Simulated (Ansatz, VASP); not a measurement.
Hf3Ta2F in VASP and in Ansatz

```
Hf Ta F
1.0
     3.40818    0.00000    0.00000
     0.00000    3.40818    0.00000
     0.00000    0.00000   10.79204
Hf Ta F
3 2 1
Direct
  0.50000 0.50000 0.17872
  0.50000 0.50000 0.50000
  0.50000 0.50000 0.82128
  0.00000 0.00000 0.33344
  0.00000 0.00000 0.66656
  0.00000 0.00000 0.00000
```

Change from the starting cell: species swapped into the Pr3MgAl2 type (P4/mmm, No. 123).

Alike in both runs: task relaxation of cell and atoms; functional PBE; k mesh 6 × 6 × 2; occupations gaussian, width 0.1 eV; no spin polarisation.

|  | VASP | Ansatz |
| --- | --- | --- |
| version | VASP 6.6.1 | Ansatz 0.2.0 |
| potentials or method | VASP PAW PBE potentials, release 64 (Hf_pv, Ta_pv, F), cutoff 600 eV | scalar-relativistic, plane waves, PAW |
| valence electrons in the cell | 59 | 111 |

|  | VASP | Ansatz | Ansatz less VASP |
| --- | --- | --- | --- |
| gap on the k mesh at the Fermi level, each at its own relaxed structure (eV) | none | none | - |
| relaxed volume (Å³/atom) | 18.66 | 18.80 | +0.140 |
| relaxed length of the cell vector where the two differ most in proportion (Å) | 2.960 | 2.968 | +0.0082 |

A gap of «none» marks a metal or a gap that the smearing closes. VASP's potentials hold 59 valence electrons a cell and Ansatz's 111, so a difference there can come from the potentials and not from the codes.

Spin-orbit coupling is off throughout.
